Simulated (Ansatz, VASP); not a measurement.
## Two plane-wave programs on GaAs

The input INCAR:

```
SYSTEM = GaAs
PREC = Accurate
ENCUT = 520
EDIFF = 1E-6
ISMEAR = 0
SIGMA = 0.05
LREAL = Auto
LASPH = .TRUE.
NELM = 100
ALGO = Normal
ISIF = 2
LWAVE = .FALSE.
LCHARG = .FALSE.
GGA = PE
NBANDS = 166
```

File KPOINTS:

```
regular mesh
0
G
  3 3 3
  0 0 0
```

The input POSCAR:

```
GaAs
1.0
   -5.7459815546     -5.7459815546      5.7459815546
    5.7459815546      5.7459815546      5.7459815546
   -5.7459815546      5.7459815546     -5.7459815546
Ga As
16 16
Direct
    0.2500000000      0.5000000000      0.2500000000
    0.5000000000      0.5000000000      0.0000000000
    0.2500000000      0.7500000000      0.0000000000
    0.7500000000      0.5000000000      0.7500000000
    0.5000000000      0.7500000000      0.7500000000
    0.2500000000      0.0000000000      0.7500000000
    0.0000000000      0.5000000000      0.5000000000
    0.7500000000      0.7500000000      0.5000000000
    0.5000000000      0.0000000000      0.5000000000
    0.2500000000      0.2500000000      0.5000000000
    0.0000000000      0.7500000000      0.2500000000
    0.7500000000      0.0000000000      0.2500000000
    0.5000000000      0.2500000000      0.2500000000
    0.0000000000      0.0000000000      0.0000000000
    0.7500000000      0.2500000000      0.0000000000
    0.0000000000      0.2500000000      0.7500000000
    0.0000000000      0.2500000000      0.0000000000
    0.2500000000      0.2500000000      0.7500000000
    0.0000000000      0.5000000000      0.7500000000
    0.5000000000      0.2500000000      0.5000000000
    0.2500000000      0.5000000000      0.5000000000
    0.0000000000      0.7500000000      0.5000000000
    0.7500000000      0.2500000000      0.2500000000
    0.5000000000      0.5000000000      0.2500000000
    0.2500000000      0.7500000000      0.2500000000
    0.0000000000      0.0000000000      0.2500000000
    0.7500000000      0.5000000000      0.0000000000
    0.5000000000      0.7500000000      0.0000000000
    0.2500000000      0.0000000000      0.0000000000
    0.7500000000      0.7500000000      0.7500000000
    0.5000000000      0.0000000000      0.7500000000
    0.7500000000      0.0000000000      0.5000000000
```

Input for Ansatz:

```yaml
crystal:
  lattice:
    - [-5.7459815546, -5.7459815546, 5.7459815546]
    - [5.7459815546, 5.7459815546, 5.7459815546]
    - [-5.7459815546, 5.7459815546, -5.7459815546]
  atoms:
    - { symbol: Ga, position: [0.25, 0.5, 0.25] }
    - { symbol: Ga, position: [0.5, 0.5, 0.0] }
    - { symbol: Ga, position: [0.25, 0.75, 0.0] }
    - { symbol: Ga, position: [0.75, 0.5, 0.75] }
    - { symbol: Ga, position: [0.5, 0.75, 0.75] }
    - { symbol: Ga, position: [0.25, 0.0, 0.75] }
    - { symbol: Ga, position: [0.0, 0.5, 0.5] }
    - { symbol: Ga, position: [0.75, 0.75, 0.5] }
    - { symbol: Ga, position: [0.5, 0.0, 0.5] }
    - { symbol: Ga, position: [0.25, 0.25, 0.5] }
    - { symbol: Ga, position: [0.0, 0.75, 0.25] }
    - { symbol: Ga, position: [0.75, 0.0, 0.25] }
    - { symbol: Ga, position: [0.5, 0.25, 0.25] }
    - { symbol: Ga, position: [0.0, 0.0, 0.0] }
    - { symbol: Ga, position: [0.75, 0.25, 0.0] }
    - { symbol: Ga, position: [0.0, 0.25, 0.75] }
    - { symbol: As, position: [0.0, 0.25, 0.0] }
    - { symbol: As, position: [0.25, 0.25, 0.75] }
    - { symbol: As, position: [0.0, 0.5, 0.75] }
    - { symbol: As, position: [0.5, 0.25, 0.5] }
    - { symbol: As, position: [0.25, 0.5, 0.5] }
    - { symbol: As, position: [0.0, 0.75, 0.5] }
    - { symbol: As, position: [0.75, 0.25, 0.25] }
    - { symbol: As, position: [0.5, 0.5, 0.25] }
    - { symbol: As, position: [0.25, 0.75, 0.25] }
    - { symbol: As, position: [0.0, 0.0, 0.25] }
    - { symbol: As, position: [0.75, 0.5, 0.0] }
    - { symbol: As, position: [0.5, 0.75, 0.0] }
    - { symbol: As, position: [0.25, 0.0, 0.0] }
    - { symbol: As, position: [0.75, 0.75, 0.75] }
    - { symbol: As, position: [0.5, 0.0, 0.75] }
    - { symbol: As, position: [0.75, 0.0, 0.5] }
basis:
  ecutwfc: 420
  xc_grid: 2
kpoints:
  mp_grid: { grid: [3, 3, 3], shift: [0.0, 0.0, 0.0] }
hamiltonian:
  xc: pbe
scf:
  occupations: { method: gaussian, width: 0.05 }
output:
  forces: true
  stress: true
  eigenvalues: true
  write_density: true
  write_potential: true
  elf: true
  volumetric_format: npy
```

Alike in both runs: task single point; functional PBE; k mesh 3 × 3 × 3; occupations gaussian, width 0.05 eV; no spin polarisation.

|  | VASP | Ansatz |
| --- | --- | --- |
| version | VASP 6.6.1 | Ansatz 0.2.0 |
| potentials or method | VASP PAW PBE potentials, release 64 (Ga_d, As), cutoff 520 eV | scalar-relativistic, plane waves, PAW |
| valence electrons in the cell | 288 | 448 |

|  | VASP | Ansatz | Ansatz less VASP |
| --- | --- | --- | --- |
| gap on the k mesh at the Fermi level (eV) | 0.16 | 0.16 | -0.002 |
| least direct gap on the mesh (eV) | 0.16 | 0.16 | -0.002 |
| pressure (GPa) | 0.2 | 0.0 | -0.26 |

The functional is the same, so the differences come from potentials, cutoffs and numerics. VASP's potentials hold 288 valence electrons a cell and Ansatz's 448, so a difference there can come from the potentials and not from the codes.
